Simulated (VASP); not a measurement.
A run of VASP 6.6.1 is set up as follows.

Contents of INCAR:

```
  PREC = Accurate
  ENCUT = 520
  EDIFF = 1E-7
  ISMEAR = -1
  SIGMA = 0.05
  LREAL = Auto
  LASPH = True
  NELM = 150
  ALGO = Normal
  ISIF = 2
  LWAVE = False
  LCHARG = False
  ISPIN = 2
  MAGMOM = 0 0 0 0 0 0 0 0 0 0 0 0 0 0 0 0 0 0 0 0 0 0 0 0 1
  LORBIT = 11
  GGA = PE
  IVDW = 12
  NBANDS = 88
```

File KPOINTS:

```
Automatic mesh
0
Gamma
  1 1 1
```

POSCAR

```
Si8PO16
1.0
   -4.9890000000     -4.9890000000      0.0000000000
    4.9890000000     -4.9890000000      0.0000000000
    0.0000000000      0.0000000000      6.9910000000
Si O P
8 16 1
Direct
    0.2418567919      0.5001041353     -0.0001008424
    0.0010543186      0.2112714932      0.2150563691
    0.8189739336      0.5002715166      0.4999421491
    0.0012186429      0.7892029751      0.7848921008
    0.6697606325      0.0002490631     -0.0000176858
    0.4870624334      0.7129237424      0.2864738775
    0.2469307187      0.0001587105      0.4998655148
    0.4870551161      0.2873602878      0.7132549093
    0.3642041134      0.5390436777      0.1947319685
    0.9613938811      0.3737443587      0.3728940075
    0.6859623097      0.3579008434      0.6215632828
    0.1194678402      0.6936625767      0.9613540907
    0.9613699465      0.6267931162      0.6270358746
    0.6859515101      0.6426178722      0.3783661606
    0.1193376693      0.3066527419      0.0385293378
    0.3640342860      0.4611323298      0.8049744117
    0.8025152109      0.1163620046      0.1479344841
    0.3726571824      0.8112723510      0.4613207132
    0.1216166843      0.9613801682      0.6904968168
    0.5275941630      0.1337753544      0.8799155480
    0.3728581810      0.1889510170      0.5383088728
    0.1213658133      0.0390266054      0.3094380854
    0.5275729164      0.8665401163      0.1198218949
    0.8028431353      0.8842840665      0.8522168499
    0.7451440694      0.5002754759      0.9998081084
```

Potentials or basis: VASP PAW PBE potentials, release 64 (Si, O, P).

Command:

```console
$ cat potpaw_PBE.64/Si/POTCAR potpaw_PBE.64/O/POTCAR potpaw_PBE.64/P/POTCAR > POTCAR
$ mpirun -np 1 vasp_gam > vasp.out
```

(1) Estimate the dispersion energy per atom.

(2) What does it give for the pressure?

Results:

(1) -0.139 eV.

(2) 2.5 GPa.

Caveat: the k points lie up to 0.90 Å⁻¹ apart, too coarse for converged energies, forces and pressures.
